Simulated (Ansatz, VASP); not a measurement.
One calculation of Nb, two programs

The input INCAR:

```
PREC = Accurate
ENCUT = 520
EDIFF = 1E-7
ISMEAR = 0
SIGMA = 0.1
LREAL = False
LASPH = True
NELM = 60
ALGO = Fast
ISIF = 2
LWAVE = False
LCHARG = False
GGA = PE
NBANDS = 12
```

File KPOINTS:

```
regular mesh
0
Gamma
  16 16 16
```

File POSCAR:

```
Nb
1.0
   -1.7083608255      1.7116221675      1.6917546045
    1.7116221675     -1.7083608255      1.6917546045
    1.7218055415      1.7218055415     -1.6884932625
Nb
1
Direct
    0.0000000000      0.0000000000      0.0000000000
```

Input for Ansatz:

```yaml
crystal:
  lattice:
    - [-1.7083608255, 1.7116221675, 1.6917546045]
    - [1.7116221675, -1.7083608255, 1.6917546045]
    - [1.7218055415, 1.7218055415, -1.6884932625]
  atoms:
    - { symbol: Nb, position: [0.0, 0.0, 0.0] }
basis:
  ecutwfc: 420
kpoints:
  mp_grid: { grid: [16, 16, 16] }
hamiltonian:
  xc: pbe
scf:
  occupations: { method: gaussian, width: 0.1 }
output:
  forces: true
  stress: true
  eigenvalues: true
```

Alike in both runs: task single point; functional PBE; k mesh 16 × 16 × 16; occupations gaussian, width 0.1 eV; no spin polarisation.

|  | VASP | Ansatz |
| --- | --- | --- |
| version | VASP 6.6.1 | Ansatz 0.2.0 |
| potentials or method | VASP PAW PBE potentials, release 64 (Nb_sv), cutoff 520 eV | scalar-relativistic, plane waves, PAW |
| valence electrons in the cell | 13 | 13 |

|  | VASP | Ansatz | Ansatz less VASP |
| --- | --- | --- | --- |
| gap on the k mesh at the Fermi level (eV) | none | none | - |
| pressure (GPa) | -13.9 | -13.7 | +0.25 |
| traceless stress, the component that is largest in VASP (GPa) | 0.78 | 0.78 | +0.007 |

A gap of «none» marks a metal or a gap that the smearing closes. With one functional, cell and mesh, what is left measures potentials, basis and numerics.
